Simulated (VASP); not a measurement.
Li, 16 atoms in the cell. The typed cell holds 16 atoms: a = 7.205 Å, b = 7.205 Å, c = 7.205 Å, α = 90.00°, β = 90.00°, γ = 90.00°. 

| Item | Value |
| --- | --- |
| Program | VASP 6.6.1 |
| Task | single point |
| Functional | PBE |
| Potentials or basis | VASP PAW PBE potentials, release 64 (Li_sv) |
| Cutoff | 520 eV |
| k mesh | 2 × 2 × 2 |
| Occupations | fermi-dirac, width 0.1 eV |
| Spin | no spin polarisation |
| Dipole correction | no |
| Further INCAR settings | LREAL = Auto; ALGO = Normal; EDIFF = 1e-07; NBANDS = 38 |

Potentials or basis: VASP PAW PBE potentials, release 64 (Li_sv).

Run with:

```sh
$ cat potpaw_PBE.64/Li_sv/POTCAR > POTCAR
$ mpirun -np 1 vasp_std > vasp.out
```

Hardware: 1 thread of Intel(R) Xeon(R) Platinum 8488C (Sapphire Rapids), on a shared host.

**Question.** Estimate the wall time of this run.

**Answer.** It took 2.8 min on 1 thread of Intel(R) Xeon(R) Platinum 8488C (Sapphire Rapids), with other jobs on the host, peak memory 0.37 GiB. Counts: scf iterations 14, k points 8.
